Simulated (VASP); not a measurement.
# GaP (F-43m) in VASP: further runs

Runs on GaP. Level: LDA. Tasks: single point.

Everything below comes from runs of VASP 6.6.1. Logs are shortened: lines on timing, memory, paths and dates and some standing lists are left out, and cuts for length are marked.

**The experiment to reproduce.**

“Stacking defects in GaP nanowires: Electronic structure and optical properties”, 2018, arxiv:1810.01194 quotes, for a bulk crystal of GaP at 10 K: band gap 2.34 eV (indirect).

The results are compared with them further down.

### Step 1. The cell of the first run

The structure is cubic, space group F-43m (No. 216). The conventional cell has a = 5.451 Å, b = 5.451 Å, c = 5.451 Å, α = 90.00°, β = 90.00°, γ = 90.00°. Ga (site symmetry -43m) has 4 P at 2.36 Å within 3.1 Å. P (site symmetry -43m) has 4 Ga at 2.36 Å within 3.1 Å.

### Step 2. Single point, LDA

INCAR

```
  PREC = Accurate
  ENCUT = 520
  EDIFF = 1E-6
  ISMEAR = 0
  SIGMA = 0.05
  LREAL = F
  LASPH = T
  NELM = 80
  ALGO = Normal
  ISIF = 2
  LWAVE = F
  LCHARG = T
  LELF = T
  LVHAR = T
  NBANDS = 16
```

KPOINTS

```
Automatic mesh
0
Gamma
  8 8 8
```

POSCAR

```
GaP
1.0
    0.0000000000      2.7252500963      2.7252500963
    2.7252500963      0.0000000000      2.7252500963
    2.7252500963      2.7252500963      0.0000000000
Ga P
1 1
Direct
    0.0000000000      0.0000000000      0.0000000000
    0.7500000000      0.7500000000      0.7500000000
```

Potentials or basis: VASP PAW LDA potentials, release 64 (Ga_d, P).

Launch:

```sh
$ cat potpaw_LDA.64/Ga_d/POTCAR potpaw_LDA.64/P/POTCAR > POTCAR
$ mpirun -np 1 vasp_std > vasp.out
```

OUTCAR:

```text
PREC = Accurate
   ENCUT = 520
   EDIFF = 1E-6
   ISMEAR = 0
   LREAL = F
   LASPH = T
   NELM = 80
   ISIF = 2

 ion  position               nearest neighbor table
   1  0.000  0.000  0.000-   2 2.36   2 2.36   2 2.36   2 2.36
   2  0.750  0.750  0.750-   1 2.36   1 2.36   1 2.36   1 2.36

  LATTYP: Found a face centered cubic cell.
 ALAT       =     5.4505001926

  Lattice vectors:

 A1 = (   0.0000000000,   2.7252500963,   2.7252500963)
 A2 = (   2.7252500963,   0.0000000000,   2.7252500963)
 A3 = (   2.7252500963,   2.7252500963,   0.0000000000)

Analysis of symmetry for initial positions (statically):
=====================================================================
 Subroutine PRICEL returns:
 Original cell was already a primitive cell.

 Routine SETGRP: Setting up the symmetry group for a
 face centered cubic supercell.

 Subroutine GETGRP returns: Found 24 space group operations
 (whereof 24 operations were pure point group operations)
 out of a pool of 48 trial point group operations.

The static configuration has the point symmetry T_d .

Analysis of symmetry for dynamics (positions and initial velocities):
=====================================================================
 Subroutine PRICEL returns:
 Original cell was already a primitive cell.

 Routine SETGRP: Setting up the symmetry group for a
 face centered cubic supercell.

 Subroutine GETGRP returns: Found 24 space group operations
 (whereof 24 operations were pure point group operations)
 out of a pool of 48 trial point group operations.

The dynamic configuration has the point symmetry T_d .

 Subroutine INISYM returns: Found 24 space group operations
 (whereof 24 operations are pure point group operations),
 and found     1 'primitive' translations

----------------------------------------------------------------------------------------

                                     Primitive cell

  volume of cell :      40.4808

  direct lattice vectors                    reciprocal lattice vectors
     0.000000000  2.725250096  2.725250096    -0.183469400  0.183469400  0.183469400
     2.725250096  0.000000000  2.725250096     0.183469400 -0.183469400  0.183469400
     2.725250096  2.725250096  0.000000000     0.183469400  0.183469400 -0.183469400

  length of vectors
     3.854085647  3.854085647  3.854085647     0.317778322  0.317778322  0.317778322

  position of ions in fractional coordinates (direct lattice)
     0.000000000  0.000000000  0.000000000
     0.750000000  0.750000000  0.750000000

  ion indices of the primitive-cell ions
   primitive index   ion index
                 1           1
                 2           2

----------------------------------------------------------------------------------------

 KPOINTS: Automatic mesh

Automatic generation of k-mesh.
 Grid dimensions read from file:
 generate k-points for:    8    8    8

 Generating k-lattice:

  Cartesian coordinates                     Fractional coordinates (reciprocal lattice)
    -0.022933675  0.022933675  0.022933675     0.125000000  0.000000000  0.000000000
     0.022933675 -0.022933675  0.022933675     0.000000000  0.125000000  0.000000000
     0.022933675  0.022933675 -0.022933675     0.000000000  0.000000000  0.125000000

  Length of vectors
     0.039722290  0.039722290  0.039722290

  Shift w.r.t. Gamma in fractional coordinates (k-lattice)
     0.000000000  0.000000000  0.000000000

 Subroutine IBZKPT returns following result:
 ===========================================

 Found     29 irreducible k-points:

 Following reciprocal coordinates:
            Coordinates               Weight
  0.000000  0.000000  0.000000      1.000000
  0.125000  0.000000  0.000000      8.000000
  0.250000  0.000000  0.000000      8.000000
  0.375000  0.000000  0.000000      8.000000
  0.500000  0.000000  0.000000      4.000000
  0.125000  0.125000  0.000000      6.000000
[... 16 lines left out ...]
  0.500000  0.250000  0.125000     48.000000
 -0.375000  0.250000  0.125000     24.000000
 [... further k-points ...]
   k-points           NKPTS =     29   k-points in BZ     NKDIM =     29   number of bands    NBANDS=     16
   number of dos      NEDOS =    301   number of ions     NIONS =      2
   total plane-waves  NPLWV =  27000
   dimension x,y,z NGX =    30 NGY =   30 NGZ =   30
   dimension x,y,z NGXF=    60 NGYF=   60 NGZF=   60
   ions per type =               1   1
   NGX,Y,Z   is equivalent  to a cutoff of  12.94, 12.94, 12.94 a.u.
   NGXF,Y,Z  is equivalent  to a cutoff of  25.88, 25.88, 25.88 a.u.
 SYSTEM =  unknown system
   PREC   = accura    normal or accurate (medium, high low for compatibility)
   ISTART =      0    job   : 0-new  1-cont  2-samecut
   ICHARG =      2    charge: 1-file 2-atom 10-const
   ISPIN  =      1    spin polarized calculation?
   LNONCOLLINEAR =      F non collinear calculations
   LSORBIT =      F    spin-orbit coupling
   LASPH  =      T    aspherical Exc in radial PAW
   ENCUT  =  520.0 eV  38.22 Ry    6.18 a.u.   7.17  7.17  7.17*2*pi/ulx,y,z
   NELM   =     80;   NELMIN=  2; NELMDL= -5     # of ELM steps
   EDIFF  = 0.1E-05   stopping-criterion for ELM
   LREAL  =      F    real-space projection
   EDIFFG = 0.1E-04   stopping-criterion for IOM
   NSW    =      0    number of steps for IOM
   IBRION =     -1    ionic relax: 0-MD 1-quasi-New 2-CG
   NFREE  =      0    steps in history (QN), initial steepest desc. (CG)
   ISIF   =      2    stress and relaxation
   ISYM   =      2    0-nonsym 1-usesym 2-fastsym
   POTIM  = 0.5000    time-step for ionic-motion
   TEBEG  =    0.0;   TEEND  =   0.0 temperature during run
   PSTRESS=    0.0 pullay stress
   NELECT =      18.0000    total number of electrons
   NUPDOWN=      -1.0000    fix difference up-down
   EMIN   =  10.00;   EMAX   =-10.00  energy-range for DOS
   EFERMI =   0.00;   METHOD = LEGACY
   ISMEAR =     0;   SIGMA  =   0.05  broadening in eV -4-tet -1-fermi 0-gaus
   EFERMI_NEDOS =   21; number of points for ismear=-14 and -15
   IALGO  =     38    algorithm
   IMIX   =      4    mixing-type and parameters
     AMIX     =   0.40;   BMIX     =  1.00
     AMIX_MAG =   1.60;   BMIX_MAG =  1.00
  volume/ion in A,a.u.               =      20.24       136.59
  Fermi-wavevector in a.u.,A,eV,Ry     =   1.249538  2.361284 21.243375  1.561344
  Thomas-Fermi vector in A             =   2.383573
   LORBIT       =      0    0 simple, 1 ext, 2 COOP (PROOUT), +10 PAW based schemes
   GGA     = CA    functional components
   LHFCALC =     F    Hartree Fock is set to
   AEXX    =    0.0000 exact exchange contribution
   IVDW    =     0    specifies the selected vdW correction
   LEPSILON=     F    determine dielectric tensor
   LRPA    =     F    only Hartree local field effects (RPA)
 non-spin polarized calculation
 Gauss-broadening in eV      SIGMA  =   0.05
  energy-cutoff  :      520.00
  volume of cell :       40.48
 maximum number of plane-waves:      1106
 NGX is ok and might be reduce to    30
   NGX = 15   NGY = 15   NGZ = 15

 number of electron      17.9999989 magnetization

 Free energy of the ion-electron system (eV)
  ---------------------------------------------------
  ext. energy  EPLUGINS =         0.00000000
  ---------------------------------------------------
  free energy    TOTEN  =       -10.44024249 eV

  energy without entropy =      -10.44024249  energy(sigma->0) =      -10.44024249

 E-fermi :   4.7122     XC(G=0): -10.1642

 val. band max:        4.5049772561   @ k =   0.0000   0.0000   0.0000
 cond. band min:       5.9979550589   @ k =   0.3750   0.3750   0.0000
 fundamental gap:      1.4929778029
 Fermi energy:         4.7122082051

 k-point     1 :       0.0000    0.0000    0.0000
  band No.  band energies     occupation
      1     -10.1999      2.00000
      2     -10.1999      2.00000
      3     -10.1999      2.00000
      4     -10.1019      2.00000
      5     -10.1019      2.00000
      6      -8.0045      2.00000
[... 8 lines left out ...]
     15      14.3025      0.00000
     16      14.3025      0.00000

 k-point     2 :       0.1250    0.0000    0.0000
  band No.  band energies     occupation
      1     -10.2123      2.00000
      2     -10.1953      2.00000
      3     -10.1953      2.00000
      4     -10.1019      2.00000
      5     -10.1019      2.00000
      6      -7.8023      2.00000
[... 8 lines left out ...]
     15      13.6384      0.00000
     16      13.9185      0.00000

 k-point     3 :       0.2500    0.0000    0.0000
  band No.  band energies     occupation
      1     -10.2400      2.00000
      2     -10.1855      2.00000
      3     -10.1855      2.00000
      4     -10.1006      2.00000
      5     -10.1006      2.00000
      6      -7.2272      2.00000
[... 8 lines left out ...]
     15      13.4371      0.00000
     16      14.1736      0.00000

 k-point     4 :       0.3750    0.0000    0.0000
  band No.  band energies     occupation
      1     -10.2654      2.00000
      2     -10.1779      2.00000
      3     -10.1779      2.00000
      4     -10.0970      2.00000
      5     -10.0970      2.00000
      6      -6.4199      2.00000
[... 8 lines left out ...]
     15      14.6323      0.00000
     16      14.6323      0.00000
[... 324 lines left out ...]
 k-point    22 :       0.3750    0.2500    0.1250
  band No.  band energies     occupation
      1     -10.2620      2.00000
      2     -10.1738      2.00000
      3     -10.1698      2.00000
      4     -10.1126      2.00000
      5     -10.0929      2.00000
      6      -6.7364      2.00000
[... 8 lines left out ...]
     15      15.5566      0.00000
     16      16.7006      0.00000

 k-point    23 :       0.5000    0.2500    0.1250
  band No.  band energies     occupation
      1     -10.2762      2.00000
      2     -10.1703      2.00000
      3     -10.1608      2.00000
      4     -10.1105      2.00000
      5     -10.0930      2.00000
      6      -5.9735      2.00000
[... 8 lines left out ...]
     15      15.8877      0.00000
     16      17.2289      0.00000

 k-point    24 :      -0.3750    0.2500    0.1250
  band No.  band energies     occupation
      1     -10.2814      2.00000
      2     -10.1699      2.00000
      3     -10.1576      2.00000
      4     -10.1071      2.00000
      5     -10.0947      2.00000
      6      -5.5081      2.00000
[... 8 lines left out ...]
     15      16.3844      0.00000
     16      16.8976      0.00000

 [... further k-points ...]
[... 5 lines left out ...]
  --------------------------------------------------------------------------------------
  -------------------------------------------------------------------------------------
  Total       -0.6764549     -0.6764549     -0.6764549      0.0000000     -0.0000000     -0.0000000
  in kB      -26.7732049    -26.7732049    -26.7732049      0.0000000     -0.0000000     -0.0000000
  external PRESSURE =     -26.7732049 kB  Pullay stress =       0.0000000 kB

 VOLUME and BASIS-vectors are now :
 -----------------------------------------------------------------------------
  energy-cutoff  :      520.00
  volume of cell :       40.48
      direct lattice vectors                 reciprocal lattice vectors
     0.000000000  2.725250096  2.725250096    -0.183469400  0.183469400  0.183469400
     2.725250096  0.000000000  2.725250096     0.183469400 -0.183469400  0.183469400
     2.725250096  2.725250096  0.000000000     0.183469400  0.183469400 -0.183469400

 POSITION                                       TOTAL-FORCE (eV/Angst)
 -----------------------------------------------------------------------------------
      0.00000      0.00000      0.00000         0.000000      0.000000      0.000000
      4.08788      4.08788      4.08788        -0.000000     -0.000000     -0.000000
 -----------------------------------------------------------------------------------
    total drift:                               -0.000000     -0.000000     -0.000000

  FREE ENERGIE OF THE ION-ELECTRON SYSTEM (eV)
  ---------------------------------------------------
  free  energy   TOTEN  =       -10.4402424867 eV

  energy  without entropy=      -10.4402424867  energy(sigma->0) =      -10.44024249
```

Wall time 36 s (1 thread of Intel Xeon 8259CL, shared host); peak memory 0.16 GiB.

Results:

```
Free energy            : -10.4402 eV
Pressure               : -2.7 GPa
Band gap on the k mesh : 1.49 eV, indirect (least direct gap 1.64 eV)
```

### Step 3. Single point, LDA

This run uses another cell than the first one, of 19.87 Å³/atom, 0.982 times its volume.

INCAR

```
SYSTEM = GaP
PREC = Accurate
ENCUT = 520
EDIFF = 1E-6
ISMEAR = 0
SIGMA = 0.05
LREAL = .FALSE.
LASPH = .TRUE.
NELM = 100
ALGO = Normal
ISIF = 2
LWAVE = .FALSE.
LCHARG = .FALSE.
GGA = CA
NBANDS = 16
```

KPOINTS

```
regular mesh
0
G
  8 8 8
  0 0 0
```

POSCAR

```
GaP
1.0
    0.0000000000      2.7084980845      2.7084980845
    2.7084980845      0.0000000000      2.7084980845
    2.7084980845      2.7084980845      0.0000000000
Ga P
1 1
Direct
    0.0000000000      0.0000000000      0.0000000000
    0.7500000000      0.7500000000      0.7500000000
```

Potentials or basis: VASP PAW LDA potentials, release 64 (Ga_d, P).

Launch:

```sh
$ cat potpaw_LDA.64/Ga_d/POTCAR potpaw_LDA.64/P/POTCAR > POTCAR
$ mpirun -np 1 vasp_std > vasp.out
```

Wall time 26 s (1 thread of Intel Xeon 8259CL, shared host); peak memory 0.15 GiB.

The run converged. Its results:

| Quantity | Value |
| --- | --- |
| Free energy | -10.4490 eV |
| Pressure | -1.2 GPa |
| Band gap on the k mesh | 1.46 eV, indirect (least direct gap 1.79 eV) |

Levels at points of the mesh, in eV from the valence-band top:
```csv
k point,band 5,band 6,band 7,band 8,band 9,band 10,band 11,band 12,band 13,band 14
"(0.00, 0.00, 0.00)",-14.63,-12.65,0.00,0.00,0.00,1.79,3.79,3.79,3.79,8.58
"(0.50, 0.00, 0.00)",-14.63,-10.50,-6.82,-1.16,-1.16,1.57,4.63,4.63,8.08,10.78
"(0.50, 0.50, 0.00)",-14.61,-9.56,-6.93,-2.77,-2.77,1.46,1.67,10.59,10.59,11.14
```

### Step 4. How close it comes

Step 2. A measured gap of GaP is 2.34 eV (indirect; 10 K; quoted in “Stacking defects in GaP nanowires: Electronic structure and optical properties”, 2018, arxiv:1810.01194); the calculated 1.49 eV misses it by -0.85 eV. Spin-orbit coupling on Ga is left out. The value is that of LDA on a finite k mesh, which can miss the band edges, without temperature or zero-point motion. Semilocal functionals fall short of measured gaps as a rule.

Step 3. A measured gap of GaP is 2.34 eV (indirect; 10 K; quoted in “Stacking defects in GaP nanowires: Electronic structure and optical properties”, 2018, arxiv:1810.01194); the calculated 1.46 eV misses it by -0.88 eV. Spin-orbit coupling on Ga is left out. The value is that of LDA on a finite k mesh, which can miss the band edges, without temperature or zero-point motion. Semilocal functionals fall short of measured gaps as a rule.
